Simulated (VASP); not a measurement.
# MgI2 (P-3m1) in VASP: notebook

The runs below take MgI2 through single point, with PBEsol.

Program: VASP 6.6.1. These are calculated values, not measurements. Logs are shortened: lines on timing, memory, paths and dates and some standing lists are left out, and cuts for length are marked.

## (1) The cell of the first run

It takes space group P-3m1 (No. 164, trigonal). The conventional cell has a = 4.115 Å, b = 4.115 Å, c = 7.130 Å, α = 90.00°, β = 90.00°, γ = 120.00°. Mg (site symmetry -3m) has 6 I at 2.92 Å within 3.8 Å. I (site symmetry 3m) has 3 Mg at 2.92 Å within 3.8 Å.

## (2) Single point, PBEsol (uniaxial strain along c: +1.5 %)

INCAR reads:

```
PREC = Accurate
ENCUT = 520
EDIFF = 1E-7
ISMEAR = 0
SIGMA = 0.02
LREAL = False
LASPH = True
NELM = 100
ALGO = Normal
ISIF = 2
LWAVE = False
LCHARG = False
GGA = PS
NBANDS = 15
```

KPOINTS reads:

```
regular mesh
0
Gamma
  6 6 4
```

POSCAR reads:

```
MgI2
1.0
    4.1152353111      0.0000000000      0.0000000000
   -2.0576176555      3.5638983219      0.0000000000
    0.0000000000      0.0000000000      7.1297002822
Mg I
1 2
Direct
    0.0000000000      0.0000000000      0.0000000000
    0.3333333333      0.6666666667      0.7625121855
    0.6666666667      0.3333333333      0.2374878145
```

Potentials or basis: VASP PAW PBE potentials, release 64 (Mg, I).

The run is started by

```console
> cat potpaw_PBE.64/Mg/POTCAR potpaw_PBE.64/I/POTCAR > POTCAR
> mpirun -np 1 vasp_std > vasp.out
```

OUTCAR:

```text
PREC = Accurate
   ENCUT = 520
   EDIFF = 1E-7
   ISMEAR = 0
   LREAL = False
   LASPH = True
   NELM = 100
   ISIF = 2
   GGA = PS

 ion  position               nearest neighbor table
   1  0.000  0.000  0.000-   2 2.92   3 2.92   2 2.92   3 2.92   3 2.92   2 2.92
   2  0.333  0.667  0.763-   1 2.92   1 2.92   1 2.92
   3  0.667  0.333  0.237-   1 2.92   1 2.92   1 2.92

  LATTYP: Found a hexagonal cell.
 ALAT       =     4.1152353111
 C/A-ratio  =     1.7325133907

  Lattice vectors:

 A1 = (   4.1152353111,   0.0000000000,   0.0000000000)
 A2 = (  -2.0576176555,   3.5638983219,   0.0000000000)
 A3 = (   0.0000000000,   0.0000000000,   7.1297002822)

Analysis of symmetry for initial positions (statically):
=====================================================================
 Subroutine PRICEL returns:
 Original cell was already a primitive cell.

 Routine SETGRP: Setting up the symmetry group for a
 hexagonal supercell.

 Subroutine GETGRP returns: Found 12 space group operations
 (whereof 12 operations were pure point group operations)
 out of a pool of 24 trial point group operations.

The static configuration has the point symmetry D_3d.

Analysis of symmetry for dynamics (positions and initial velocities):
=====================================================================
 Subroutine PRICEL returns:
 Original cell was already a primitive cell.

 Routine SETGRP: Setting up the symmetry group for a
 hexagonal supercell.

 Subroutine GETGRP returns: Found 12 space group operations
 (whereof 12 operations were pure point group operations)
 out of a pool of 24 trial point group operations.

The dynamic configuration has the point symmetry D_3d.

 Subroutine INISYM returns: Found 12 space group operations
 (whereof 12 operations are pure point group operations),
 and found     1 'primitive' translations

----------------------------------------------------------------------------------------

                                     Primitive cell

  volume of cell :     104.5662

  direct lattice vectors                    reciprocal lattice vectors
     4.115235311  0.000000000  0.000000000     0.242999470  0.140295809  0.000000000
    -2.057617656  3.563898322  0.000000000     0.000000000  0.280591619  0.000000000
     0.000000000  0.000000000  7.129700282     0.000000000  0.000000000  0.140258350

  length of vectors
     4.115235311  4.115235311  7.129700282     0.280591619  0.280591619  0.140258350

  position of ions in fractional coordinates (direct lattice)
     0.000000000  0.000000000  0.000000000
     0.333333333  0.666666667  0.762512186
     0.666666667  0.333333333  0.237487814

  ion indices of the primitive-cell ions
   primitive index   ion index
                 1           1
                 2           2
                 3           3

----------------------------------------------------------------------------------------

 KPOINTS: regular mesh

Automatic generation of k-mesh.
 Grid dimensions read from file:
 generate k-points for:    6    6    4

 Generating k-lattice:

  Cartesian coordinates                     Fractional coordinates (reciprocal lattice)
     0.040499912  0.023382635  0.000000000     0.166666667  0.000000000  0.000000000
     0.000000000  0.046765270  0.000000000     0.000000000  0.166666667  0.000000000
     0.000000000  0.000000000  0.035064588     0.000000000  0.000000000  0.250000000

  Length of vectors
     0.046765270  0.046765270  0.035064588

  Shift w.r.t. Gamma in fractional coordinates (k-lattice)
     0.000000000  0.000000000  0.000000000

 Subroutine IBZKPT returns following result:
 ===========================================

 Found     24 irreducible k-points:

 Following reciprocal coordinates:
            Coordinates               Weight
  0.000000  0.000000  0.000000      1.000000
  0.166667  0.000000  0.000000      6.000000
  0.333333  0.000000  0.000000      6.000000
  0.500000  0.000000  0.000000      3.000000
  0.166667  0.166667  0.000000      6.000000
  0.333333  0.166667  0.000000     12.000000
[... 16 lines left out ...]
  0.333333  0.166667  0.500000     12.000000
  0.333333  0.333333  0.500000      2.000000
   k-points           NKPTS =     24   k-points in BZ     NKDIM =     24   number of bands    NBANDS=     15
   number of dos      NEDOS =    301   number of ions     NIONS =      3
   total plane-waves  NPLWV =  55296
   dimension x,y,z NGX =    32 NGY =   32 NGZ =   54
   dimension x,y,z NGXF=    64 NGYF=   64 NGZF=  108
   ions per type =               1   2
   NGX,Y,Z   is equivalent  to a cutoff of  12.93, 12.93, 12.59 a.u.
   NGXF,Y,Z  is equivalent  to a cutoff of  25.85, 25.85, 25.18 a.u.
 SYSTEM =  unknown system
   PREC   = accura    normal or accurate (medium, high low for compatibility)
   ISTART =      0    job   : 0-new  1-cont  2-samecut
   ICHARG =      2    charge: 1-file 2-atom 10-const
   ISPIN  =      1    spin polarized calculation?
   LNONCOLLINEAR =      F non collinear calculations
   LSORBIT =      F    spin-orbit coupling
   LASPH  =      T    aspherical Exc in radial PAW
   ENCUT  =  520.0 eV  38.22 Ry    6.18 a.u.   7.65  7.65 13.26*2*pi/ulx,y,z
   NELM   =    100;   NELMIN=  2; NELMDL= -5     # of ELM steps
   EDIFF  = 0.1E-06   stopping-criterion for ELM
   LREAL  =      F    real-space projection
   EDIFFG = 0.1E-05   stopping-criterion for IOM
   NSW    =      0    number of steps for IOM
   IBRION =     -1    ionic relax: 0-MD 1-quasi-New 2-CG
   NFREE  =      0    steps in history (QN), initial steepest desc. (CG)
   ISIF   =      2    stress and relaxation
   ISYM   =      2    0-nonsym 1-usesym 2-fastsym
   POTIM  = 0.5000    time-step for ionic-motion
   TEBEG  =    0.0;   TEEND  =   0.0 temperature during run
   PSTRESS=    0.0 pullay stress
   NELECT =      16.0000    total number of electrons
   NUPDOWN=      -1.0000    fix difference up-down
   EMIN   =  10.00;   EMAX   =-10.00  energy-range for DOS
   EFERMI =   0.00;   METHOD = LEGACY
   ISMEAR =     0;   SIGMA  =   0.02  broadening in eV -4-tet -1-fermi 0-gaus
   EFERMI_NEDOS =   21; number of points for ismear=-14 and -15
   IALGO  =     38    algorithm
   IMIX   =      4    mixing-type and parameters
     AMIX     =   0.40;   BMIX     =  1.00
     AMIX_MAG =   1.60;   BMIX_MAG =  1.00
  volume/ion in A,a.u.               =      34.86       235.22
  Fermi-wavevector in a.u.,A,eV,Ry     =   0.875624  1.654690 10.431827  0.766718
  Thomas-Fermi vector in A             =   1.995321
   LORBIT       =      0    0 simple, 1 ext, 2 COOP (PROOUT), +10 PAW based schemes
   GGA     = PS    functional components
   LHFCALC =     F    Hartree Fock is set to
   AEXX    =    0.0000 exact exchange contribution
   IVDW    =     0    specifies the selected vdW correction
   LEPSILON=     F    determine dielectric tensor
   LRPA    =     F    only Hartree local field effects (RPA)
 non-spin polarized calculation
 Gauss-broadening in eV      SIGMA  =   0.02
  energy-cutoff  :      520.00
  volume of cell :      104.57
 maximum number of plane-waves:      2836
 NGX is ok and might be reduce to    32
   NGX = 15   NGY = 15   NGZ = 27

 number of electron      16.0000001 magnetization

 Free energy of the ion-electron system (eV)
  ---------------------------------------------------
  ext. energy  EPLUGINS =         0.00000000
  ---------------------------------------------------
  free energy    TOTEN  =        -8.41970714 eV

  energy without entropy =       -8.41970714  energy(sigma->0) =       -8.41970714

 E-fermi :   2.1780     XC(G=0):  -8.2608

 val. band max:        2.0370048047   @ k =   0.0000   0.0000   0.0000
 cond. band min:       5.5219713590   @ k =   0.5000   0.0000   0.5000
 fundamental gap:      3.4849665543
 Fermi energy:         2.1779709456

 k-point     1 :       0.0000    0.0000    0.0000
  band No.  band energies     occupation
      1     -10.0535      2.00000
      2      -9.4162      2.00000
      3      -1.5044      2.00000
      4       1.6997      2.00000
      5       1.6997      2.00000
      6       1.8430      2.00000
      7       2.0370      2.00000
      8       2.0370      2.00000
      9       5.6792      0.00000
     10       6.8103      0.00000
     11       8.7859      0.00000
     12       8.7859      0.00000
     13       9.1796      0.00000
     14      10.1725      0.00000
     15      10.1725      0.00000

 k-point     2 :       0.1667    0.0000    0.0000
  band No.  band energies     occupation
      1      -9.9078      2.00000
      2      -9.3326      2.00000
      3      -1.3127      2.00000
      4       0.6497      2.00000
      5       1.1281      2.00000
      6       1.3853      2.00000
      7       1.7902      2.00000
      8       1.9566      2.00000
      9       6.5730      0.00000
     10       7.3989      0.00000
     11       8.2279      0.00000
     12       9.1247      0.00000
     13       9.1639      0.00000
     14      10.0325      0.00000
     15      10.5713      0.00000

 k-point     3 :       0.3333    0.0000    0.0000
  band No.  band energies     occupation
      1      -9.5621      2.00000
      2      -9.1770      2.00000
      3      -1.1657      2.00000
      4      -0.5894      2.00000
      5       0.0767      2.00000
      6       0.9349      2.00000
      7       1.5014      2.00000
      8       1.7102      2.00000
      9       6.0887      0.00000
     10       7.3773      0.00000
     11       7.8400      0.00000
     12       9.1893      0.00000
     13       9.3780      0.00000
     14      10.4549      0.00000
     15      11.0758      0.00000
[... 343 lines left out ...]
 k-point    23 :       0.3333    0.1667    0.5000
  band No.  band energies     occupation
      1      -9.2959      2.00000
      2      -9.1700      2.00000
      3      -1.4040      2.00000
      4      -0.9199      2.00000
      5       0.1234      2.00000
      6       0.4949      2.00000
      7       1.2261      2.00000
      8       1.3941      2.00000
      9       6.2730      0.00000
     10       7.4655      0.00000
     11       8.1457      0.00000
     12       8.8861      0.00000
     13       9.0429      0.00000
     14      10.2254      0.00000
     15      11.2598      0.00000

 k-point    24 :       0.3333    0.3333    0.5000
  band No.  band energies     occupation
      1      -9.1596      2.00000
      2      -9.1596      2.00000
      3      -1.1543      2.00000
      4      -0.7003      2.00000
      5      -0.7003      2.00000
      6      -0.1848      2.00000
      7       1.3754      2.00000
      8       1.3754      2.00000
      9       6.7222      0.00000
     10       7.6581      0.00000
     11       7.6581      0.00000
     12       9.2228      0.00000
     13      10.4593      0.00000
     14      10.6116      0.00000
     15      10.8431      0.00000

------------------------ aborting loop because EDIFF is reached ----------------------------------------

  FORCE on cell =-STRESS in cart. coord.  units (eV):
  Direction    XX          YY          ZZ          XY          YZ          ZX
  --------------------------------------------------------------------------------------
  -------------------------------------------------------------------------------------
  Total       -0.0245123     -0.0245123     -0.3599161     -0.0000000     -0.0000000     -0.0000000
  in kB       -0.3755810     -0.3755810     -5.5146837     -0.0000000     -0.0000000     -0.0000000
  external PRESSURE =      -2.0886152 kB  Pullay stress =       0.0000000 kB

 VOLUME and BASIS-vectors are now :
 -----------------------------------------------------------------------------
  energy-cutoff  :      520.00
  volume of cell :      104.57
      direct lattice vectors                 reciprocal lattice vectors
     4.115235311  0.000000000  0.000000000     0.242999470  0.140295809  0.000000000
    -2.057617656  3.563898322  0.000000000     0.000000000  0.280591619  0.000000000
     0.000000000  0.000000000  7.129700282     0.000000000  0.000000000  0.140258350

 POSITION                                       TOTAL-FORCE (eV/Angst)
 -----------------------------------------------------------------------------------
      0.00000      0.00000      0.00000        -0.000000      0.000000      0.000000
     -0.00000      2.37593      5.43648         0.000000     -0.000000      0.092965
      2.05762      1.18797      1.69322         0.000000      0.000000     -0.092965
 -----------------------------------------------------------------------------------
    total drift:                               -0.000000      0.000000     -0.000000

  FREE ENERGIE OF THE ION-ELECTRON SYSTEM (eV)
  ---------------------------------------------------
  free  energy   TOTEN  =        -8.4197071401 eV

  energy  without entropy=       -8.4197071401  energy(sigma->0) =       -8.41970714
```

Run time: 17 s. Hardware: 1 thread of Intel Xeon 6975P-C (Granite Rapids), shared host; peak memory 0.23 GiB.

What came out:

```
Free energy            : -8.4197 eV
Pressure               : -0.2 GPa
Largest force          : 0.093 eV/Å
Band gap on the k mesh : 3.48 eV, indirect (least direct gap 3.64 eV)
```

Forces in eV/Å, atoms in the order of the input:
```
Mg   0.000  0.000  0.000
I    0.000  0.000  0.093
I    0.000  0.000 -0.093
```

Levels at points of the mesh, in eV from the valence-band top:
| k point | band 5 | band 6 | band 7 | band 8 | band 9 | band 10 | band 11 | band 12 |
| --- | --- | --- | --- | --- | --- | --- | --- | --- |
| (0.00, 0.00, 0.00) | -0.34 | -0.19 | 0.00 | 0.00 | 3.64 | 4.77 | 6.75 | 6.75 |
| (0.50, 0.00, 0.00) | -1.83 | -1.29 | -0.91 | -0.45 | 3.60 | 5.22 | 5.38 | 7.01 |
| (0.00, 0.00, 0.50) | -0.27 | -0.27 | -0.07 | -0.07 | 4.62 | 4.82 | 6.62 | 6.62 |
| (0.50, 0.00, 0.50) | -1.25 | -1.17 | -0.85 | -0.62 | 3.49 | 5.08 | 5.46 | 5.95 |

Caveat: the cell differs from its parent crystal (uniaxial strain along c: +1.5 %); the PAW data sets were made with another functional, which shifts forces and pressure a little; spin-orbit coupling is left out, which moves the levels of the heavy elements; this functional lacks dispersion, which binds the layers, so the pressure and a relaxed spacing across them are unreliable. A k mesh can miss the band edges.

## (3) Single point, PBEsol (uniaxial strain along c: +1.5 %, then relaxed in part)

INCAR reads:

```
PREC = Accurate
ENCUT = 520
EDIFF = 1E-6
ISMEAR = 0
SIGMA = 0.02
LREAL = F
LASPH = T
NELM = 100
ALGO = Normal
ISIF = 2
LWAVE = F
LCHARG = T
GGA = PS
LELF = T
LVHAR = T
NBANDS = 15
```

KPOINTS reads:

```
Automatic mesh
0
Gamma
  6 6 4
```

POSCAR reads:

```
MgI2
1.0
    4.1286067805      0.0000000000      0.0000000000
   -2.0643033902      3.5754783541      0.0000000000
    0.0000000000      0.0000000000      7.1297002822
Mg I
1 2
Direct
    0.0000000000      0.0000000000      0.0000000000
    0.3333333391      0.6666666609      0.7656484170
    0.6666666609      0.3333333391      0.2343515830
```

Potentials or basis: VASP PAW PBE potentials, release 64 (Mg, I).

The run is started by

```console
> cat potpaw_PBE.64/Mg/POTCAR potpaw_PBE.64/I/POTCAR > POTCAR
> mpirun -np 1 vasp_std > vasp.out
```

Run time: 16 s. Hardware: 1 thread of Intel Xeon 6975P-C (Granite Rapids), shared host; peak memory 0.23 GiB.

Results (log left out):

| Item | Value |
| --- | --- |
| Free energy | -8.4218 eV |
| Pressure | -0.1 GPa |
| Largest force | 0.004 eV/Å |
| Band gap on the k mesh | 3.54 eV, indirect (least direct gap 3.69 eV) |

Forces on the atoms (eV/Å):
```
Mg   0.000  0.000  0.000
I    0.000  0.000  0.004
I    0.000  0.000 -0.004
```

Stress tensor (GPa, compression positive):
```
-0.03  0.00  0.00
 0.00 -0.03  0.00
 0.00  0.00 -0.13
```

Levels at points of the mesh, in eV from the valence-band top:
| k point | band 4 | band 5 | band 6 | band 7 | band 8 | band 9 | band 10 | band 11 | band 12 | band 13 |
| --- | --- | --- | --- | --- | --- | --- | --- | --- | --- | --- |
| (0.00, 0.00, 0.00) | -0.35 | -0.35 | -0.13 | 0.00 | 0.00 | 3.69 | 4.77 | 6.73 | 6.73 | 7.20 |
| (0.50, 0.00, 0.00) | -2.90 | -1.76 | -1.29 | -0.85 | -0.43 | 3.63 | 5.27 | 5.47 | 7.07 | 7.73 |
| (0.00, 0.00, 0.50) | -1.32 | -0.29 | -0.29 | -0.06 | -0.06 | 4.62 | 4.81 | 6.60 | 6.60 | 7.89 |
| (0.50, 0.00, 0.50) | -3.16 | -1.21 | -1.18 | -0.78 | -0.59 | 3.54 | 5.17 | 5.53 | 6.04 | 7.68 |

Caveat: the cell differs from its parent crystal (uniaxial strain along c: +1.5 %, then relaxed in part); the PAW data sets were made with another functional, which shifts forces and pressure a little; spin-orbit coupling is left out, which moves the levels of the heavy elements; this functional lacks dispersion, which binds the layers, so the pressure and a relaxed spacing across them are unreliable. A k mesh can miss the band edges.

[end of part 1 of 2]
